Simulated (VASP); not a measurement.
Runs of VASP 6.6.1 on SrRu3. The structure is that of space group Pm-3m (No. 221), or close to it. The cells are those of the table. The cell was generated, and may not be a known phase.

```csv
task,spin,cell,gap on the mesh (eV),pressure (GPa)
relaxation of cell and atoms,off,"relaxed from a = 4.075 Å, 4 atoms",none,0.0
single point,"collinear, ferromagnetic start","a = 4.123 Å, 4 atoms",none,1.5
single point,off,"a = 4.075 Å, 4 atoms",none,5.6
single point,off,"a = 4.123 Å, 4 atoms",none,(a)
```

Alike in all rows: level PBE; potentials or basis VASP PAW PBE potentials, release 64 (Sr_sv, Ru_pv); k mesh 4 × 4 × 4; cutoff (eV) 500; smearing gaussian 0.1 eV.

Estimate the missing entries.

(a) 0.5.

Caveats: all runs use coarse meshes.

A k mesh can miss the band edges, and the runs leave out spin-orbit coupling on Ru, Sr.

A gap of «none» marks levels without a gap at the run's occupations.
